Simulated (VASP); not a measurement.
Wanted: the native input for a VASP 6.6.1 run.

- Task: single point
- Functional: PBE
- Potentials or basis: VASP PAW PBE potentials, release 64 (La, N)
- Cutoff: 520 eV
- k mesh: 4 × 4 × 4
- Occupations: gaussian, width 0.1 eV
- Spin: no spin polarisation
- Dipole correction: no
- Further INCAR settings: ALGO = Normal; EDIFF = 1e-06; NBANDS = 27

The structure of La3N lies in POSCAR:

```
La3N
1.0
    0.0000000000      3.5977740849      3.5977740849
    3.5977740849      0.0000000000      3.5977740849
    3.5977740849      3.5977740849      0.0000000000
La N
3 1
Direct
    0.2500000000      0.2500000000      0.2500000000
    0.7500000000      0.7500000000      0.7500000000
    0.5000000000      0.5000000000      0.5000000000
    0.0000000000      0.0000000000      0.0000000000
```

The cell was generated, and may not be a known phase.

One way to write it, as run:

INCAR

```
SYSTEM = La3N
  PREC = Accurate
  ENCUT = 520
  EDIFF = 1E-6
  ISMEAR = 0
  SIGMA = 0.1
  LREAL = .False.
  LASPH = .True.
  NELM = 80
  ALGO = Normal
  ISIF = 2
  LWAVE = .False.
  LCHARG = .False.
  GGA = PE
  NBANDS = 27
```

KPOINTS

```
Automatic mesh
0
Gamma
  4 4 4
  0 0 0
```

Potentials or basis: VASP PAW PBE potentials, release 64 (La, N).

Launch:

```bash
$ cat potpaw_PBE.64/La/POTCAR potpaw_PBE.64/N/POTCAR > POTCAR
$ mpirun -np 1 vasp_std > vasp.out
```

Results of the run:

* Pressure: 0.0 GPa
* Band gap on the k mesh: zero (bands 19 and 20 overlap by 0.38 eV)

Caveat: the k points lie up to 0.38 Å⁻¹ apart; spin-orbit coupling is left out, which moves the levels of the heavy elements.

Run time: 96 s on 1 thread of Intel Xeon 8259CL (shared host), peak memory 0.25 GiB.
